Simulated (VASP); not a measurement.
A run of VASP 6.6.1:

The input INCAR:

```
SYSTEM = Sn4O9
PREC = Accurate ; ENCUT = 520
EDIFF = 1E-7 ; ISMEAR = 0
SIGMA = 0.02 ; LREAL = .False.
LASPH = .True. ; NELM = 100
ALGO = Normal ; ISIF = 2
LWAVE = .False. ; LCHARG = .False.
GGA = PE ; NBANDS = 67
```

KPOINTS

```
Automatic mesh
0
Gamma
  3 3 3
  0 0 0
```

File POSCAR:

```
Sn4O9
1.0
    0.0000000000      4.8271903414     -3.2381522502
    0.0000000000     -4.8271903414     -3.2381522502
   -4.8271903414      0.0000000000      3.2381522502
Sn O
4 9
Direct
    0.2620588993      0.7498789009      0.5114681265
    0.7490450413      0.2498938105      0.4984725751
    0.0036984853      0.0033525283     -0.0066954062
    0.4903904640      0.4964049358     -0.0003623226
    0.5672171208      0.7498736845      0.8166257639
    0.0553466846      0.2498913232      0.8047867859
    0.9060344381      0.8075970519      0.3047801922
    0.4443113738      0.2498831591      0.1937338149
    0.4984696525      0.1933265162      0.6961001664
    0.0129155178      0.6889385808      0.6953398898
    0.5069091172      0.8108498977      0.3233060828
    0.0032451023      0.3064347212      0.3044682095
   -0.0023038027      0.6921490286      0.0977529301
```

Potentials or basis: VASP PAW PBE potentials, release 64 (Sn_d, O).

Command:

```bash
$ cat potpaw_PBE.64/Sn_d/POTCAR potpaw_PBE.64/O/POTCAR > POTCAR
$ mpirun -np 1 vasp_std > vasp.out
```

Hardware: 1 thread of Intel(R) Xeon(R) Platinum 8488C (Sapphire Rapids), on a shared host.

Q: Estimate the wall time of this run.

A: Run time: 2.9 min on 1 thread of Intel(R) Xeon(R) Platinum 8488C (Sapphire Rapids), on a shared host, peak memory 0.35 GiB. Counts: scf iterations 17, k points 14.
